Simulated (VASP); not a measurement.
Ir2Ru3:

```
Ru Ir
1.0
     2.68987    0.00000    0.00000
    -1.34494    2.32950    0.00000
     0.00000    0.00000   21.87777
Ru Ir
6 4
Direct
  0.33333 0.66667 0.60000
  0.33333 0.66667 0.00000
  0.33333 0.66667 0.40000
  0.66667 0.33333 0.70000
  0.66667 0.33333 0.30000
  0.66667 0.33333 0.50000
  0.33333 0.66667 0.80000
  0.33333 0.66667 0.20000
  0.66667 0.33333 0.90000
  0.66667 0.33333 0.10000
```

| Item | Value |
| --- | --- |
| Program | VASP 6.6.1 |
| Task | relaxation of cell and atoms |
| Functional | PBE |
| Potentials or basis | VASP PAW PBE potentials, release 64 (Ru_pv, Ir) |
| Cutoff | 600 eV |
| k mesh | 6 × 6 × 1 |
| Occupations | gaussian, width 0.1 eV |
| Spin | no spin polarisation |

At the start: pressure 10.9 GPa; volume 13.71 Å³/atom.

Problem. How do energy, volume and symmetry change on relaxing?

Solution. Over 15 steps the energy falls by 47.3 meV/atom and the volume is 14.14 Å³/atom (+3.1 %); space group P-6m2 (No. 187, to 0.1 Å) before and after.

The path:
| step | energy change (eV) | largest force (eV/Å) | pressure (GPa) | volume (Å³) |
| --- | --- | --- | --- | --- |
| 1 | 0.0000 | 0.8869 | 10.94 | 137.09 |
| 2 | 0.9205 | 0.2880 | -24.68 | 156.24 |
| 3 | -0.3485 | 0.5753 | -4.45 | 143.30 |
| 4 | -0.3495 | 0.5908 | -3.77 | 142.98 |
| 5 | -0.3538 | 0.4792 | 3.95 | 139.94 |
| 6 | -0.4378 | 0.3799 | -0.16 | 141.43 |
| 7 | -0.4554 | 0.2266 | 0.62 | 141.05 |
| 8 | -0.4572 | 0.1672 | 0.98 | 140.89 |
| 9 | -0.4594 | 0.1970 | -1.95 | 142.16 |
| 10 | -0.4619 | 0.1851 | -0.73 | 141.62 |
| 11 | -0.4693 | 0.1249 | -0.32 | 141.43 |
| 12 | -0.4710 | 0.0800 | 0.01 | 141.29 |
| 13 | -0.4731 | 0.0454 | 0.10 | 141.20 |
| 14 | -0.4731 | 0.0453 | 0.09 | 141.21 |
| 15 | -0.4733 | 0.0064 | -0.22 | 141.35 |

Final structure:
```
Ru Ir
1.0
     2.75530    0.00000    0.00000
    -1.37765    2.38616    0.00000
     0.00000    0.00000   21.49973
Ru Ir
6 4
Direct
  0.33333 0.66667 0.59907
  0.33333 0.66667 0.00000
  0.33333 0.66667 0.40093
  0.66667 0.33333 0.69682
  0.66667 0.33333 0.30318
  0.66667 0.33333 0.50000
  0.33333 0.66667 0.79635
  0.33333 0.66667 0.20365
  0.66667 0.33333 0.90070
  0.66667 0.33333 0.09930
```

Caveat: the k points lie up to 0.44 Å⁻¹ apart in the final cell, too coarse for converged energies and pressures of a metal.
